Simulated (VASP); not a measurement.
Crystal: NaInTe.

```xyz
3
Lattice="4.4410 0.0000 0.0000 0.0000 4.4410 0.0000 0.0000 0.0000 4.7141" Properties=species:S:1:pos:R:3 pbc="T T T"
Na    0.0000    0.0000    0.0000
In    2.2205    2.2205    2.3570
Te    0.0000    0.0000    2.3570
```

The cell was generated, and may not be a known phase.

- Program: VASP 6.6.1
- Task: relaxation of cell and atoms
- Functional: PBE
- Potentials or basis: VASP PAW PBE potentials, release 64 (Na_pv, In_d, Te)
- Cutoff: 600 eV
- k mesh: 4 × 4 × 4
- Occupations: gaussian, width 0.1 eV
- Spin: no spin polarisation

At the start: pressure 12.8 GPa; volume 30.99 Å³/atom.

Task: Where does the relaxation end?

Result: Over 7 steps the energy falls by 559.5 meV/atom and the volume is 41.96 Å³/atom (+35.4 %); space group P4/mmm (No. 123, to 0.1 Å) before and after.

Step by step:
```tsv
step	energy change (eV)	largest force (eV/Å)	pressure (GPa)	volume (Å³)
1	0.0000	0.0000	12.85	92.97
2	-1.6309	0.0000	-0.24	128.33
3	-1.6551	0.0000	1.06	119.44
4	-1.6619	0.0000	0.56	122.37
5	-1.6619	0.0000	0.66	121.76
6	-1.6762	0.0000	0.20	124.63
7	-1.6785	0.0000	0.04	125.87
```

Final structure:
```yaml
crystal:
  lattice:
    - [4.64273, 0.00000, 0.00000]
    - [0.00000, 4.64273, 0.00000]
    - [0.00000, 0.00000, 5.83971]
  atoms:
    - { symbol: Na, position: [0.00000, 0.00000, 0.00000] }
    - { symbol: In, position: [0.50000, 0.50000, 0.50000] }
    - { symbol: Te, position: [0.00000, 0.00000, 0.50000] }
```

Caveat: the volume moved by over 15 % at a fixed basis, so the end points are rough.
